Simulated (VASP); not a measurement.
# Zr2C3 (R-3c) in VASP: further runs

Zr2C3 is run at these levels: PBE; tasks: single point, relaxation of cell and atoms.

Program: VASP 6.6.1. These are calculated values, not measurements. Logs are shortened: lines on timing, memory, paths and dates and some standing lists are left out, and cuts for length are marked.

**1. The cell of the first run**

The structure is trigonal, space group R-3c (No. 167). The conventional cell has a = 5.224 Å, b = 5.224 Å, c = 14.264 Å, α = 90.00°, β = 90.00°, γ = 120.00°. Within 2.7 Å of Zr (site symmetry 3) lie 6 C at 2.04 to 2.16 Å. C (site symmetry 2) has 4 Zr at 2.04 to 2.16 Å and 8 C at 2.77 to 2.99 Å within 3.0 Å.

**2. Single point, PBE**

The input, INCAR:

```
SYSTEM = Zr2C3
PREC     = Accurate       ! precision mode
ENCUT    = 520            ! plane-wave cutoff, eV
EDIFF    = 1E-7           ! SCF threshold, eV
ISMEAR   = 0              ! smearing method
SIGMA    = 0.1            ! smearing width, eV
LREAL    = .False.        ! projectors in reciprocal space
LASPH    = .True.         ! aspherical terms in the spheres
NELM     = 80             ! most SCF steps
ALGO     = Normal         ! electronic algorithm
ISIF     = 2              ! what is computed and relaxed
LWAVE    = .False.        ! write WAVECAR
LCHARG   = .False.        ! write CHGCAR
GGA      = PE             ! functional
NBANDS   = 47             ! bands
```

The input, KPOINTS:

```
regular mesh
0
Gamma
  6 6 6
  0 0 0
```

The input, POSCAR:

```
Zr2C3
1.0
    2.6122489041      1.5081826079      4.7546852885
   -2.6122489041      1.5081826079      4.7546852885
    0.0000000000     -3.0163652160      4.7546852885
Zr C
4 6
Direct
    0.8521800000      0.8521800000      0.8521800000
    0.6478200000      0.6478200000      0.6478200000
    0.1478200000      0.1478200000      0.1478200000
    0.3521800000      0.3521800000      0.3521800000
    0.0562500000      0.4437500000      0.7500000000
    0.7500000000      0.0562500000      0.4437500000
    0.4437500000      0.7500000000      0.0562500000
    0.9437500000      0.5562500000      0.2500000000
    0.2500000000      0.9437500000      0.5562500000
    0.5562500000      0.2500000000      0.9437500000
```

Potentials or basis: VASP PAW PBE potentials, release 64 (Zr_sv, C).

Started as:

```sh
cat potpaw_PBE.64/Zr_sv/POTCAR potpaw_PBE.64/C/POTCAR > POTCAR
mpirun -np 1 vasp_std > vasp.out
```

OUTCAR:

```text
SYSTEM = Zr2C3
   PREC = Accurate
   ENCUT = 520
   EDIFF = 1E-7
   ISMEAR = 0
   LREAL = .False.
   LASPH = .True.
   NELM = 80
   ISIF = 2
   GGA = PE

 ion  position               nearest neighbor table
   1  0.852  0.852  0.852-   9 2.04  10 2.04   8 2.04   7 2.16   5 2.16   6 2.16   2 2.92   3 3.06
                             3 3.06   3 3.06   2 3.53   2 3.53   2 3.53   4 3.84   4 3.84   4 3.84
   2  0.648  0.648  0.648-  10 2.04   9 2.04   8 2.04   6 2.16   5 2.16   7 2.16   1 2.92   4 3.06
                             4 3.06   4 3.06   1 3.53   1 3.53   1 3.53   3 3.84   3 3.84   3 3.84
   3  0.148  0.148  0.148-   6 2.04   7 2.04   5 2.04  10 2.16   8 2.16   9 2.16   4 2.92   1 3.06
                             1 3.06   1 3.06   4 3.53   4 3.53   4 3.53   2 3.84   2 3.84   2 3.84
   4  0.352  0.352  0.352-   7 2.04   6 2.04   5 2.04   9 2.16   8 2.16  10 2.16   3 2.92   2 3.06
                             2 3.06   2 3.06   3 3.53   3 3.53   3 3.53   1 3.84   1 3.84   1 3.84
   5  0.056  0.444  0.750-   3 2.04   4 2.04   1 2.16   2 2.16
   6  0.750  0.056  0.444-   3 2.04   4 2.04   2 2.16   1 2.16
   7  0.444  0.750  0.056-   4 2.04   3 2.04   1 2.16   2 2.16
   8  0.944  0.556  0.250-   1 2.04   2 2.04   3 2.16   4 2.16
   9  0.250  0.944  0.556-   1 2.04   2 2.04   4 2.16   3 2.16
  10  0.556  0.250  0.944-   2 2.04   1 2.04   3 2.16   4 2.16

  LATTYP: Found a trigonal (rhomboedric) cell.
 ALAT       =     5.6307629419
 COS(alpha) =     0.5695481095

  Lattice vectors:

 A1 = (   2.6122489041,   1.5081826079,   4.7546852885)
 A2 = (  -2.6122489041,   1.5081826079,   4.7546852885)
 A3 = (   0.0000000000,  -3.0163652160,   4.7546852885)

Analysis of symmetry for initial positions (statically):
=====================================================================
 Subroutine PRICEL returns:
 Original cell was already a primitive cell.

 Routine SETGRP: Setting up the symmetry group for a
 trigonal (rhombohedral) supercell.

 Subroutine GETGRP returns: Found 12 space group operations
 (whereof  6 operations were pure point group operations)
 out of a pool of 12 trial point group operations.

The static configuration has the point symmetry S_6 .
 The point group associated with its full space group is D_3d.

Analysis of symmetry for dynamics (positions and initial velocities):
=====================================================================
 Subroutine PRICEL returns:
 Original cell was already a primitive cell.

 Routine SETGRP: Setting up the symmetry group for a
 trigonal (rhombohedral) supercell.

 Subroutine GETGRP returns: Found 12 space group operations
 (whereof  6 operations were pure point group operations)
 out of a pool of 12 trial point group operations.

The dynamic configuration has the point symmetry S_6 .
 The point group associated with its full space group is D_3d.

 Subroutine INISYM returns: Found 12 space group operations
 (whereof  6 operations are pure point group operations),
 and found     1 'primitive' translations

----------------------------------------------------------------------------------------

                                     Primitive cell

  volume of cell :     112.3936

  direct lattice vectors                    reciprocal lattice vectors
     2.612248904  1.508182608  4.754685289     0.191405956  0.110508280  0.070106287
    -2.612248904  1.508182608  4.754685289    -0.191405956  0.110508280  0.070106287
     0.000000000 -3.016365216  4.754685289     0.000000000 -0.221016561  0.070106287

  length of vectors
     5.630762942  5.630762942  5.630762942     0.231868954  0.231868954  0.231868954

  position of ions in fractional coordinates (direct lattice)
     0.852180000  0.852180000  0.852180000
     0.647820000  0.647820000  0.647820000
     0.147820000  0.147820000  0.147820000
     0.352180000  0.352180000  0.352180000
     0.056250000  0.443750000  0.750000000
     0.750000000  0.056250000  0.443750000
     0.443750000  0.750000000  0.056250000
     0.943750000  0.556250000  0.250000000
[... 57 lines left out ...]
  band No.  band energies     occupation
      1     -37.9679      2.00000
      2     -37.8325      2.00000
      3     -37.7943      2.00000
      4     -37.7004      2.00000
      5     -16.9247      2.00000
      6     -16.7344      2.00000
[... 39 lines left out ...]
     46      14.2877      0.00000
     47      14.3013      0.00000

 k-point     2 :       0.1667    0.0000    0.0000
  band No.  band energies     occupation
      1     -37.9552      2.00000
      2     -37.8291      2.00000
      3     -37.8008      2.00000
      4     -37.7107      2.00000
      5     -16.9298      2.00000
      6     -16.7407      2.00000
[... 39 lines left out ...]
     46      14.2140      0.00000
     47      14.5170      0.00000

 k-point     3 :       0.3333   -0.0000    0.0000
  band No.  band energies     occupation
      1     -37.9215      2.00000
      2     -37.8404      2.00000
      3     -37.7976      2.00000
      4     -37.7374      2.00000
      5     -16.8807      2.00000
      6     -16.7514      2.00000
[... 39 lines left out ...]
     46      14.4807      0.00000
     47      14.8456      0.00000

 k-point     4 :       0.5000    0.0000    0.0000
  band No.  band energies     occupation
      1     -37.8783      2.00000
      2     -37.8783      2.00000
      3     -37.7704      2.00000
      4     -37.7704      2.00000
      5     -16.7534      2.00000
      6     -16.7534      2.00000
[... 939 lines left out ...]
     46      14.5916      0.00000
     47      14.7476      0.00000

 k-point    23 :       0.5000    0.5000    0.1667
  band No.  band energies     occupation
      1     -37.8980      2.00000
      2     -37.8573      2.00000
      3     -37.7852      2.00000
      4     -37.7570      2.00000
      5     -16.9376      2.00000
      6     -16.8576      2.00000
[... 39 lines left out ...]
     46      14.2100      0.00000
     47      14.5512      0.00000

 k-point    24 :      -0.3333    0.5000    0.1667
  band No.  band energies     occupation
      1     -37.8806      2.00000
      2     -37.8556      2.00000
      3     -37.7897      2.00000
      4     -37.7720      2.00000
      5     -16.9192      2.00000
      6     -16.8345      2.00000
[... 39 lines left out ...]
     46      14.4851      0.00000
     47      14.9285      0.00000

 [... further k-points ...]

------------------------ aborting loop because EDIFF is reached ----------------------------------------

  FORCE on cell =-STRESS in cart. coord.  units (eV):
  Direction    XX          YY          ZZ          XY          YZ          ZX
  --------------------------------------------------------------------------------------
  -------------------------------------------------------------------------------------
  Total       48.9960246     48.9960246     40.8514141      0.0000000     -0.0000000      0.0000000
  in kB      698.4413060    698.4413060    582.3393887      0.0000000     -0.0000000      0.0000000
  external PRESSURE =     659.7406669 kB  Pullay stress =       0.0000000 kB

 VOLUME and BASIS-vectors are now :
 -----------------------------------------------------------------------------
  energy-cutoff  :      520.00
  volume of cell :      112.39
      direct lattice vectors                 reciprocal lattice vectors
     2.612248904  1.508182608  4.754685289     0.191405956  0.110508280  0.070106287
    -2.612248904  1.508182608  4.754685289    -0.191405956  0.110508280  0.070106287
     0.000000000 -3.016365216  4.754685289     0.000000000 -0.221016561  0.070106287

 POSITION                                       TOTAL-FORCE (eV/Angst)
 -----------------------------------------------------------------------------------
      0.00000     -0.00000     12.15554        -0.000000     -0.000000      1.322498
      0.00000     -0.00000      9.24054        -0.000000      0.000000     -1.322498
      0.00000     -0.00000      2.10851        -0.000000      0.000000     -1.322498
      0.00000     -0.00000      5.02352        -0.000000     -0.000000      1.322498
     -1.01225     -1.50818      5.94336        -1.577883     -0.000000     -0.000000
      1.81225     -0.12254      5.94336         0.788941     -1.366487     -0.000000
     -0.80000      1.63072      5.94336         0.788941      1.366487     -0.000000
      1.01225      1.50818      8.32070         1.577883     -0.000000      0.000000
     -1.81225      0.12254      8.32070        -0.788941      1.366487     -0.000000
      0.80000     -1.63072      8.32070        -0.788941     -1.366487     -0.000000
 -----------------------------------------------------------------------------------
    total drift:                                0.000000     -0.000000     -0.000000

  FREE ENERGIE OF THE ION-ELECTRON SYSTEM (eV)
  ---------------------------------------------------
  free  energy   TOTEN  =       -76.1608992894 eV

  energy  without entropy=      -76.1398662600  energy(sigma->0) =      -76.15038277
```

Run time: 94 s. Hardware: 1 thread of Intel Xeon 6975P-C (Granite Rapids), shared host; peak memory 0.31 GiB.

Results:

```
Free energy            : -76.1609 eV
Pressure               : 66.0 GPa
Largest force          : 1.578 eV/Å
Band gap on the k mesh : zero (bands 36 and 37 overlap by 0.44 eV)
```

Forces in eV/Å, atoms in the order of the input:
```
Zr   0.000  0.000  1.322
Zr   0.000  0.000 -1.322
Zr   0.000  0.000 -1.322
Zr   0.000  0.000  1.322
C   -1.578  0.000  0.000
C    0.789 -1.366  0.000
C    0.789  1.366  0.000
C    1.578  0.000  0.000
C   -0.789  1.366  0.000
C   -0.789 -1.366  0.000
```

Caveat: the cell stands under pressure; forces of over 1 eV/Å act on the atoms, so gaps and moduli don't describe the material at rest.

**3. Single point, PBE**

This run uses another cell than the first one, of 14.29 Å³/atom.

The input, INCAR:

```
SYSTEM = Zr2C3
ALGO = Normal
EDIFF = 1E-6
ENCUT = 520
GGA = PE
ISIF = 2
ISMEAR = 0
LASPH = .TRUE.
LCHARG = .TRUE.
LELF = .TRUE.
LREAL = .FALSE.
LVHAR = .TRUE.
LWAVE = .FALSE.
NBANDS = 47
NELM = 100
PREC = Accurate
SIGMA = 0.1
```

The input, KPOINTS:

```
k-points
0
G
  6 6 6
  0 0 0
```

The input, POSCAR:

```
Zr2C3
1.0
    2.8892664719      1.6681187753      4.9425047581
   -2.8892664719      1.6681187753      4.9425047581
    0.0000000000     -3.3362375506      4.9425047580
Zr C
4 6
Direct
    0.8580716264      0.8580716264      0.8580716264
    0.6419283736      0.6419283736      0.6419283736
    0.1419283736      0.1419283736      0.1419283736
    0.3580716264      0.3580716264      0.3580716264
    0.0306104910      0.4693895090      0.7500000000
    0.7500000000      0.0306104910      0.4693895090
    0.4693895090      0.7500000000      0.0306104910
    0.9693895090      0.5306104910      0.2500000000
    0.2500000000      0.9693895090      0.5306104910
    0.5306104910      0.2500000000      0.9693895090
```

Potentials or basis: VASP PAW PBE potentials, release 64 (Zr_sv, C).

Started as:

```sh
cat potpaw_PBE.64/Zr_sv/POTCAR potpaw_PBE.64/C/POTCAR > POTCAR
mpirun -np 1 vasp_std > vasp.out
```

It took 1.9 min on 1 thread of Intel Xeon 6975P-C (Granite Rapids), shared host; peak memory 0.4 GiB.

The run converged. Its results:

- Free energy: -82.4548 eV
- Pressure: 0.2 GPa
- Largest force: 0.007 eV/Å
- Band gap on the k mesh: zero (bands 36 and 37 overlap by 0.23 eV)

Forces in eV/Å, atoms in the order of the input:
```
Zr   0.000  0.000  0.007
Zr   0.000  0.000 -0.007
Zr   0.000  0.000 -0.007
Zr   0.000  0.000  0.007
C    0.003  0.000  0.000
C   -0.001  0.002  0.000
C   -0.001 -0.002  0.000
C   -0.003  0.000  0.000
C    0.001 -0.002  0.000
C    0.001  0.002  0.000
```

Levels at points of the mesh, in eV from the Fermi level:
| k point | band 32 | band 33 | band 34 | band 35 | band 36 | band 37 | band 38 | band 39 | band 40 | band 41 |
| --- | --- | --- | --- | --- | --- | --- | --- | --- | --- | --- |
| (0.00, 0.00, 0.00) | -1.59 | -1.59 | -1.04 | -0.74 | -0.74 | 0.38 | 0.89 | 0.89 | 0.97 | 2.21 |
| (0.50, 0.00, 0.00) | -1.59 | -0.97 | -0.97 | -0.55 | -0.55 | 0.02 | 0.02 | 0.73 | 0.73 | 2.07 |
| (0.50, 0.50, 0.00) | -1.99 | -1.46 | -1.45 | -0.39 | -0.17 | 0.32 | 0.51 | 0.72 | 0.83 | 2.21 |
| (0.50, 0.50, 0.50) | -2.29 | -1.02 | -1.02 | 0.05 | 0.05 | 0.05 | 0.05 | 0.32 | 0.32 | 3.36 |

**4. Relaxation of cell and atoms, PBE**

The input, INCAR:

```
SYSTEM = Zr2C3
PREC = Accurate
ENCUT = 600
EDIFF = 1E-7
ISMEAR = 0
SIGMA = 0.1
LREAL = .FALSE.
LASPH = .TRUE.
NELM = 60
ALGO = Normal
ISIF = 3
LWAVE = .FALSE.
LCHARG = .FALSE.
GGA = PE
IBRION = 2
NSW = 90
EDIFFG = -0.04
```

The input, KPOINTS:

```
regular mesh
0
G
  6 6 6
  0 0 0
```

The input, POSCAR:

```
Zr2C3
1.0
    2.6122489041      1.5081826079      4.7546852885
   -2.6122489041      1.5081826079      4.7546852885
    0.0000000000     -3.0163652160      4.7546852885
Zr C
4 6
Direct
    0.8521800000      0.8521800000      0.8521800000
    0.6478200000      0.6478200000      0.6478200000
    0.1478200000      0.1478200000      0.1478200000
    0.3521800000      0.3521800000      0.3521800000
    0.0562500000      0.4437500000      0.7500000000
    0.7500000000      0.0562500000      0.4437500000
    0.4437500000      0.7500000000      0.0562500000
    0.9437500000      0.5562500000      0.2500000000
    0.2500000000      0.9437500000      0.5562500000
    0.5562500000      0.2500000000      0.9437500000
```

Started as:

```sh
cat potpaw_PBE.64/Zr_sv/POTCAR potpaw_PBE.64/C/POTCAR > POTCAR
mpirun -np 1 vasp_std > vasp.out
```

It took 27 min on 1 thread of Intel Xeon 6975P-C (Granite Rapids), shared host; peak memory 0.43 GiB.

It converged, with:

| Quantity | Value |
| --- | --- |
| Free energy | -82.4349 eV |
| Relaxed volume | 14.29 Å³/atom |
| Relaxed cell | a = 5.959 Å, b = 5.959 Å, c = 5.959 Å, α = 58.03°, β = 58.03°, γ = 58.03° |
| Space group after relaxing (to 0.1 Å) | R-3c (No. 167) |
| Energy gained by relaxing | 626.9 meV/atom |
| Ionic steps | 18 |
| Pressure after relaxing | 0.1 GPa |
| Largest force after relaxing | 0.025 eV/Å |
| Band gap on the k mesh | zero (bands 36 and 37 overlap by 0.23 eV) |

Forces on the atoms (eV/Å):
```
Zr   0.000  0.000 -0.025
Zr   0.000  0.000  0.025
Zr   0.000  0.000  0.025
Zr   0.000  0.000 -0.025
C   -0.003  0.000  0.000
C    0.002 -0.003  0.000
C    0.002  0.003  0.000
C    0.003  0.000  0.000
C   -0.002  0.003  0.000
C   -0.002 -0.003  0.000
```

Stress tensor (GPa, compression positive):
```
 0.14  0.00  0.00
 0.00  0.14  0.00
 0.00  0.00 -0.01
```

Step by step:
```
step  energy change (eV)  largest force (eV/Å)  pressure (GPa)  volume (Å³)
   1              0.0000                1.5766           65.86       112.39
   2              1.0030                1.1743          -27.92       205.47
   3             -5.9167                0.8423           -3.69       148.80
   4             -5.9430                0.8806           -1.46       146.58
   5             -5.9445                0.8936           -0.68       145.84
   6             -6.1233                0.5289           -0.33       145.32
   7             -6.1853                0.6605            0.52       144.80
   8             -6.2469                0.1739           -1.25       145.60
   9             -6.2487                0.0812           -1.60       145.76
  10             -6.2549                0.0617            1.28       142.68
  11             -6.2595                0.0688            0.11       143.89
  12             -6.2618                0.0232            0.00       143.81
  13             -6.2639                0.1060           -0.26       143.60
  14             -6.2651                0.0953           -0.15       143.43
  15             -6.2674                0.0603            0.20       142.92
  16             -6.2656                0.0213            0.90       141.89
  17             -6.2678                0.0368            0.40       142.62
  18             -6.2686                0.0247            0.09       142.87
```

Final structure:
```yaml
crystal:
  lattice:
    - [2.89047, 1.66881, 4.93653]
    - [-2.89047, 1.66881, 4.93653]
    - [0.00000, -3.33763, 4.93653]
  atoms:
    - { symbol: Zr, position: [0.85827, 0.85827, 0.85827] }
    - { symbol: Zr, position: [0.64173, 0.64173, 0.64173] }
    - { symbol: Zr, position: [0.14173, 0.14173, 0.14173] }
    - { symbol: Zr, position: [0.35827, 0.35827, 0.35827] }
    - { symbol: C, position: [0.03065, 0.46935, 0.75000] }
    - { symbol: C, position: [0.75000, 0.03065, 0.46935] }
    - { symbol: C, position: [0.46935, 0.75000, 0.03065] }
    - { symbol: C, position: [0.96935, 0.53065, 0.25000] }
    - { symbol: C, position: [0.25000, 0.96935, 0.53065] }
    - { symbol: C, position: [0.53065, 0.25000, 0.96935] }
```

Levels at points of the mesh, in eV from the Fermi level:
| k point | band 33 | band 34 | band 35 | band 36 | band 37 | band 38 | band 39 | band 40 |
| --- | --- | --- | --- | --- | --- | --- | --- | --- |
| (0.00, 0.00, 0.00) | -1.58 | -1.04 | -0.75 | -0.75 | 0.38 | 0.89 | 0.89 | 0.97 |
| (0.50, 0.00, 0.00) | -0.97 | -0.97 | -0.54 | -0.54 | 0.03 | 0.03 | 0.73 | 0.73 |
| (0.50, 0.50, 0.00) | -1.47 | -1.45 | -0.38 | -0.18 | 0.32 | 0.51 | 0.72 | 0.83 |
| (0.50, 0.50, 0.50) | -1.02 | -1.02 | 0.05 | 0.05 | 0.05 | 0.05 | 0.31 | 0.31 |

Caveat: the volume moved by over 15 % at a fixed basis, so the end points are rough.

**5. The runs side by side**

```csv
task,cell,cutoff (eV),gap on the mesh (eV),pressure (GPa),largest force (eV/Å)
single point,"a = 5.631 Å, angles 55.3°, 10 atoms, atomic positions A",520,none,66.0,1.58
single point,"a = 5.963 Å, angles 58.0°, 10 atoms, atomic positions B",520,none,0.2,0.01
relaxation of cell and atoms,"relaxed from a = 5.631 Å, angles 55.3°, 10 atoms, atomic positions A",600,none,0.1,0.02
```

Alike in all rows: level PBE; potentials or basis VASP PAW PBE potentials, release 64 (Zr_sv, C); no spin polarisation; k mesh 6 × 6 × 6; smearing gaussian 0.1 eV.

Caveats: the cell stands under pressure (at least some runs); forces of over 1 eV/Å act on the atoms, so gaps and moduli don't describe the material at rest (at least some runs); the volume moved by over 15 % at a fixed basis, so the end points are rough (at least some runs).

Absolute energies hang on the potentials; compare differences alone.
